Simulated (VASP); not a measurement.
# NaH (P6_3/mmc) in VASP: a series of runs

The runs below take NaH through single point, relaxation of shape and atoms at fixed volume, with PBE.

Program: VASP 6.6.1. These are calculated values, not measurements. Logs are shortened: lines on timing, memory, paths and dates and some standing lists are left out, and cuts for length are marked.

## Step 1: The cell of the first run

Symmetry: P6_3/mmc, No. 194, hexagonal system. The conventional cell has a = 3.308 Å, b = 3.308 Å, c = 11.255 Å, α = 90.00°, β = 90.00°, γ = 120.00°. Within 3.1 Å of Na (site symmetry 3m) lie 6 H at 2.35 to 2.39 Å and 1 Na at 2.88 Å. Within 3.1 Å of H (site symmetry -3m) lie 6 Na at 2.35 Å. Within 3.2 Å of H (site symmetry -6m2) lie 6 Na at 2.39 Å.

## Step 2: Single point, PBE (volume scaled by 0.94, then relaxed in part)

INCAR reads:

```
SYSTEM = NaH
ALGO = Normal
EDIFF = 1E-6
ENCUT = 500
GGA = PE
GGA_COMPAT = .FALSE.
ISIF = 2
ISMEAR = 0
LASPH = .TRUE.
LCHARG = .FALSE.
LREAL = .FALSE.
LWAVE = .FALSE.
NBANDS = 26
NELM = 120
PREC = Accurate
SIGMA = 0.02
```

KPOINTS reads:

```
k-points
0
G
  12 12 2
  0 0 0
```

POSCAR reads:

```
NaH
1.0
    3.3078139714      0.0000000000      0.0000000000
   -1.6539069857      2.8646509302      0.0000000000
    0.0000000000      0.0000000000     11.2549976030
Na H
4 4
Direct
    0.6666666667      0.3333333333      0.8780795698
    0.3333333333      0.6666666667      0.1219204302
    0.3333333333      0.6666666667      0.3780795698
    0.6666666667      0.3333333333      0.6219204302
    0.0000000000      0.0000000000      0.0000000000
    0.0000000000      0.0000000000      0.5000000000
    0.6666666667      0.3333333333      0.2500000000
    0.3333333333      0.6666666667      0.7500000000
```

Potentials or basis: VASP PAW PBE potentials, release 64 (Na_pv, H).

The run is started by

```console
$ cat potpaw_PBE.64/Na_pv/POTCAR potpaw_PBE.64/H/POTCAR > POTCAR
$ mpirun -np 1 vasp_std > vasp.out
```

OUTCAR:

```text
SYSTEM = NaH
   EDIFF = 1E-6
   ENCUT = 500
   GGA = PE
   ISIF = 2
   ISMEAR = 0
   LASPH = .TRUE.
   LREAL = .FALSE.
   NELM = 120
   PREC = Accurate

 ion  position               nearest neighbor table
   1  0.667  0.333  0.878-
   2  0.333  0.667  0.122-
   3  0.333  0.667  0.378-
   4  0.667  0.333  0.622-
   5  0.000  0.000  0.000-
   6  0.000  0.000  0.500-
   7  0.667  0.333  0.250-
   8  0.333  0.667  0.750-

  LATTYP: Found a hexagonal cell.
 ALAT       =     3.3078139714
 C/A-ratio  =     3.4025485412

  Lattice vectors:

 A1 = (   3.3078139714,   0.0000000000,   0.0000000000)
 A2 = (  -1.6539069857,   2.8646509302,   0.0000000000)
 A3 = (   0.0000000000,   0.0000000000,  11.2549976030)

Analysis of symmetry for initial positions (statically):
=====================================================================
 Subroutine PRICEL returns:
 Original cell was already a primitive cell.

 Routine SETGRP: Setting up the symmetry group for a
 hexagonal supercell.

 Subroutine GETGRP returns: Found 24 space group operations
 (whereof 12 operations were pure point group operations)
 out of a pool of 24 trial point group operations.

The static configuration has the point symmetry D_3d.
 The point group associated with its full space group is D_6h.

Analysis of symmetry for dynamics (positions and initial velocities):
=====================================================================
 Subroutine PRICEL returns:
 Original cell was already a primitive cell.

 Routine SETGRP: Setting up the symmetry group for a
 hexagonal supercell.

 Subroutine GETGRP returns: Found 24 space group operations
 (whereof 12 operations were pure point group operations)
 out of a pool of 24 trial point group operations.

The dynamic configuration has the point symmetry D_3d.
 The point group associated with its full space group is D_6h.

 Subroutine INISYM returns: Found 24 space group operations
 (whereof 12 operations are pure point group operations),
 and found     1 'primitive' translations

----------------------------------------------------------------------------------------

                                     Primitive cell

  volume of cell :     106.6493

  direct lattice vectors                    reciprocal lattice vectors
     3.307813971  0.000000000  0.000000000     0.302314462  0.174541336  0.000000000
    -1.653906986  2.864650930  0.000000000     0.000000000  0.349082672  0.000000000
     0.000000000  0.000000000 11.254997603     0.000000000  0.000000000  0.088849419

  length of vectors
     3.307813971  3.307813971 11.254997603     0.349082672  0.349082672  0.088849419

  position of ions in fractional coordinates (direct lattice)
     0.666666667  0.333333333  0.878079570
     0.333333333  0.666666667  0.121920430
     0.333333333  0.666666667  0.378079570
     0.666666667  0.333333333  0.621920430
     0.000000000  0.000000000  0.000000000
     0.000000000  0.000000000  0.500000000
     0.666666667  0.333333333  0.250000000
     0.333333333  0.666666667  0.750000000

  ion indices of the primitive-cell ions
   primitive index   ion index
                 1           1
                 2           2
                 3           3
                 4           4
                 5           5
                 6           6
                 7           7
                 8           8

----------------------------------------------------------------------------------------

 KPOINTS: k-points

Automatic generation of k-mesh.
 Grid dimensions read from file:
 generate k-points for:   12   12    2

 Generating k-lattice:

  Cartesian coordinates                     Fractional coordinates (reciprocal lattice)
     0.025192872  0.014545111  0.000000000     0.083333333  0.000000000  0.000000000
     0.000000000  0.029090223  0.000000000     0.000000000  0.083333333  0.000000000
     0.000000000  0.000000000  0.044424710     0.000000000  0.000000000  0.500000000

  Length of vectors
     0.029090223  0.029090223  0.044424710

  Shift w.r.t. Gamma in fractional coordinates (k-lattice)
     0.000000000  0.000000000  0.000000000

 Subroutine IBZKPT returns following result:
 ===========================================

 Found     38 irreducible k-points:

 Following reciprocal coordinates:
            Coordinates               Weight
  0.000000  0.000000  0.000000      1.000000
  0.083333  0.000000  0.000000      6.000000
  0.166667  0.000000  0.000000      6.000000
  0.250000  0.000000  0.000000      6.000000
  0.333333  0.000000  0.000000      6.000000
  0.416667  0.000000  0.000000      6.000000
[... 16 lines left out ...]
  0.250000  0.000000  0.500000      6.000000
  0.333333  0.000000  0.500000      6.000000
 [... further k-points ...]
   k-points           NKPTS =     38   k-points in BZ     NKDIM =     38   number of bands    NBANDS=     26
   number of dos      NEDOS =    301   number of ions     NIONS =      8
   total plane-waves  NPLWV =  48384
   dimension x,y,z NGX =    24 NGY =   24 NGZ =   84
   dimension x,y,z NGXF=    48 NGYF=   48 NGZF=  168
   ions per type =               4   4
   NGX,Y,Z   is equivalent  to a cutoff of  12.06, 12.06, 12.41 a.u.
   NGXF,Y,Z  is equivalent  to a cutoff of  24.12, 24.12, 24.82 a.u.
 SYSTEM =  NaH
   PREC   = accura    normal or accurate (medium, high low for compatibility)
   ISTART =      0    job   : 0-new  1-cont  2-samecut
   ICHARG =      2    charge: 1-file 2-atom 10-const
   ISPIN  =      1    spin polarized calculation?
   LNONCOLLINEAR =      F non collinear calculations
   LSORBIT =      F    spin-orbit coupling
   LASPH  =      T    aspherical Exc in radial PAW
   ENCUT  =  500.0 eV  36.75 Ry    6.06 a.u.   6.03  6.03 20.52*2*pi/ulx,y,z
   NELM   =    120;   NELMIN=  2; NELMDL= -5     # of ELM steps
   EDIFF  = 0.1E-05   stopping-criterion for ELM
   LREAL  =      F    real-space projection
   EDIFFG = 0.1E-04   stopping-criterion for IOM
   NSW    =      0    number of steps for IOM
   IBRION =     -1    ionic relax: 0-MD 1-quasi-New 2-CG
   NFREE  =      0    steps in history (QN), initial steepest desc. (CG)
   ISIF   =      2    stress and relaxation
   ISYM   =      2    0-nonsym 1-usesym 2-fastsym
   POTIM  = 0.5000    time-step for ionic-motion
   TEBEG  =    0.0;   TEEND  =   0.0 temperature during run
   PSTRESS=    0.0 pullay stress
   NELECT =      32.0000    total number of electrons
   NUPDOWN=      -1.0000    fix difference up-down
   EMIN   =  10.00;   EMAX   =-10.00  energy-range for DOS
   EFERMI =   0.00;   METHOD = LEGACY
   ISMEAR =     0;   SIGMA  =   0.02  broadening in eV -4-tet -1-fermi 0-gaus
   EFERMI_NEDOS =   21; number of points for ismear=-14 and -15
   IALGO  =     38    algorithm
   IMIX   =      4    mixing-type and parameters
     AMIX     =   0.40;   BMIX     =  1.00
     AMIX_MAG =   1.60;   BMIX_MAG =  1.00
  volume/ion in A,a.u.               =      13.33        89.96
  Fermi-wavevector in a.u.,A,eV,Ry     =   1.095987  2.071115 16.343150  1.201188
  Thomas-Fermi vector in A             =   2.232321
   LORBIT       =      0    0 simple, 1 ext, 2 COOP (PROOUT), +10 PAW based schemes
   GGA     = PE    functional components
   LHFCALC =     F    Hartree Fock is set to
   AEXX    =    0.0000 exact exchange contribution
   IVDW    =     0    specifies the selected vdW correction
   LEPSILON=     F    determine dielectric tensor
   LRPA    =     F    only Hartree local field effects (RPA)
 non-spin polarized calculation
 Gauss-broadening in eV      SIGMA  =   0.02
  energy-cutoff  :      500.00
  volume of cell :      106.65
 maximum number of plane-waves:      2736
   NGX = 13   NGY = 13   NGZ = 41

 number of electron      32.0000031 magnetization

 Free energy of the ion-electron system (eV)
  ---------------------------------------------------
  ext. energy  EPLUGINS =         0.00000000
  ---------------------------------------------------
  free energy    TOTEN  =       -20.13229089 eV

  energy without entropy =      -20.13229089  energy(sigma->0) =      -20.13229089

 E-fermi :  -0.7713     XC(G=0):  -7.9584

 val. band max:       -0.9137925129   @ k =   0.2500   0.2500   0.0000
 cond. band min:       2.7188515054   @ k =   0.0000   0.0000   0.0000
 fundamental gap:      3.6326440183
 Fermi energy:        -0.7713186168

 k-point     1 :       0.0000    0.0000    0.0000
  band No.  band energies     occupation
      1     -23.1573      2.00000
      2     -23.0984      2.00000
      3     -23.0495      2.00000
      4     -23.0177      2.00000
      5     -23.0177      2.00000
      6     -23.0111      2.00000
[... 18 lines left out ...]
     25      13.1289      0.00000
     26      13.9312      0.00000

 k-point     2 :       0.0833    0.0000    0.0000
  band No.  band energies     occupation
      1     -23.1551      2.00000
      2     -23.0984      2.00000
      3     -23.0485      2.00000
      4     -23.0239      2.00000
      5     -23.0195      2.00000
      6     -23.0178      2.00000
[... 18 lines left out ...]
     25      13.1857      0.00000
     26      13.5646      0.00000

 k-point     3 :       0.1667    0.0000    0.0000
  band No.  band energies     occupation
      1     -23.1488      2.00000
      2     -23.0988      2.00000
      3     -23.0474      2.00000
      4     -23.0408      2.00000
      5     -23.0355      2.00000
      6     -23.0304      2.00000
[... 18 lines left out ...]
     25      12.4406      0.00000
     26      12.5575      0.00000

 k-point     4 :       0.2500    0.0000    0.0000
  band No.  band energies     occupation
      1     -23.1402      2.00000
      2     -23.1013      2.00000
      3     -23.0633      2.00000
      4     -23.0584      2.00000
      5     -23.0578      2.00000
      6     -23.0512      2.00000
[... 18 lines left out ...]
     25      11.3053      0.00000
     26      11.7798      0.00000
[... 496 lines left out ...]
      1     -23.1294      2.00000
      2     -23.1294      2.00000
      3     -23.0423      2.00000
      4     -23.0423      2.00000
      5     -23.0254      2.00000
      6     -23.0254      2.00000
[... 18 lines left out ...]
     25      12.1722      0.00000
     26      12.1722      0.00000

 k-point    23 :       0.2500    0.0000    0.5000
  band No.  band energies     occupation
      1     -23.1238      2.00000
      2     -23.1238      2.00000
      3     -23.0671      2.00000
      4     -23.0671      2.00000
      5     -23.0468      2.00000
      6     -23.0468      2.00000
[... 18 lines left out ...]
     25      11.5289      0.00000
     26      11.5314      0.00000

 k-point    24 :       0.3333    0.0000    0.5000
  band No.  band energies     occupation
      1     -23.1192      2.00000
      2     -23.1192      2.00000
      3     -23.0915      2.00000
      4     -23.0915      2.00000
      5     -23.0670      2.00000
      6     -23.0670      2.00000
[... 18 lines left out ...]
     25      10.9134      0.00000
     26      10.9168      0.00000

 [... further k-points ...]
[... 5 lines left out ...]
  --------------------------------------------------------------------------------------
  -------------------------------------------------------------------------------------
  Total        1.0187341      1.0187341      1.0778640      0.0000000      0.0000000      0.0000000
  in kB       15.3042919     15.3042919     16.1925921      0.0000000      0.0000000      0.0000000
  external PRESSURE =      15.6003920 kB  Pullay stress =       0.0000000 kB

 VOLUME and BASIS-vectors are now :
 -----------------------------------------------------------------------------
  energy-cutoff  :      500.00
  volume of cell :      106.65
      direct lattice vectors                 reciprocal lattice vectors
     3.307813971  0.000000000  0.000000000     0.302314462  0.174541336  0.000000000
    -1.653906986  2.864650930  0.000000000     0.000000000  0.349082672  0.000000000
     0.000000000  0.000000000 11.254997603     0.000000000  0.000000000  0.088849419

 POSITION                                       TOTAL-FORCE (eV/Angst)
 -----------------------------------------------------------------------------------
      1.65391      0.95488      9.88278        -0.000000     -0.000000     -0.007161
     -0.00000      1.90977      1.37221         0.000000      0.000000      0.007161
     -0.00000      1.90977      4.25528         0.000000      0.000000     -0.007161
      1.65391      0.95488      6.99971        -0.000000     -0.000000      0.007161
      0.00000      0.00000      0.00000         0.000000      0.000000      0.000000
      0.00000      0.00000      5.62750        -0.000000      0.000000      0.000000
      1.65391      0.95488      2.81375        -0.000000      0.000000      0.000000
     -0.00000      1.90977      8.44125         0.000000      0.000000      0.000000
 -----------------------------------------------------------------------------------
    total drift:                               -0.000000      0.000000     -0.000000

  FREE ENERGIE OF THE ION-ELECTRON SYSTEM (eV)
  ---------------------------------------------------
  free  energy   TOTEN  =       -20.1322908902 eV

  energy  without entropy=      -20.1322908902  energy(sigma->0) =      -20.13229089
```

Wall time 35 s (1 thread of Intel Xeon 6975P-C (Granite Rapids), shared host); peak memory 0.23 GiB.

What came out:

```
Free energy            : -20.1323 eV
Pressure               : 1.6 GPa
Largest force          : 0.007 eV/Å
Band gap on the k mesh : 3.63 eV, indirect (least direct gap 4.29 eV)
```

Forces in eV/Å, atoms in the order of the input:
```
Na   0.000  0.000 -0.007
Na   0.000  0.000  0.007
Na   0.000  0.000 -0.007
Na   0.000  0.000  0.007
H    0.000  0.000  0.000
H    0.000  0.000  0.000
H    0.000  0.000  0.000
H    0.000  0.000  0.000
```

 A k mesh can miss the band edges.

## Step 3: Single point, PBE (volume scaled by 0.97, then relaxed in part)

INCAR reads:

```
ALGO = Normal ; EDIFF = 1E-6
ENCUT = 500 ; GGA = PE
GGA_COMPAT = F ; ISIF = 2
ISMEAR = 0 ; LASPH = T
LCHARG = F ; LREAL = F
LWAVE = F ; NBANDS = 26
NELM = 120 ; PREC = Accurate
SIGMA = 0.02
```

KPOINTS reads:

```
k-points
0
Gamma
  12 12 2
```

POSCAR: that of step 2 with these lines changed.

```diff
@@ -2,5 +2,5 @@
 1.0
-    3.3078139714      0.0000000000      0.0000000000
-   -1.6539069857      2.8646509302      0.0000000000
-    0.0000000000      0.0000000000     11.2549976030
+    3.3426356247      0.0000000000      0.0000000000
+   -1.6713178123      2.8948073666      0.0000000000
+    0.0000000000      0.0000000000     11.3734799688
 Na H
```

Potentials or basis: VASP PAW PBE potentials, release 64 (Na_pv, H).

The run is started by

```console
$ cat potpaw_PBE.64/Na_pv/POTCAR potpaw_PBE.64/H/POTCAR > POTCAR
$ mpirun -np 1 vasp_std > vasp.out
```

It took 35 s on 1 thread of Intel Xeon 6975P-C (Granite Rapids), shared host; peak memory 0.24 GiB.

The run converged. Its results:

```yaml
Free_energy: -20.1582 eV
Pressure: 0.7 GPa
Largest_force: 0.004 eV/Å
Band_gap_on_the_k_mesh: 3.58 eV, indirect (least direct gap 4.23 eV)
```

Forces in eV/Å, atoms in the order of the input:
```
Na   0.000  0.000 -0.004
Na   0.000  0.000  0.004
Na   0.000  0.000 -0.004
Na   0.000  0.000  0.004
H    0.000  0.000  0.000
H    0.000  0.000  0.000
H    0.000  0.000  0.000
H    0.000  0.000  0.000
```

Levels at points of the mesh, in eV from the valence-band top:
```
           k point  band 13  band 14  band 15  band 16  band 17  band 18  band 19  band 20
(0.00, 0.00, 0.00)    -3.70    -2.81    -2.59    -1.05     3.58     6.92     7.00    10.59
(0.50, 0.00, 0.00)    -0.87    -0.64    -0.49    -0.19     4.04     4.21     5.18     5.49
(0.00, 0.00, 0.50)    -3.44    -3.44    -1.67    -1.67     4.65     4.65     9.46     9.46
(0.50, 0.00, 0.50)    -0.79    -0.79    -0.31    -0.31     4.27     4.27     5.02     5.02
```

(Continued in part 2 of 2.)
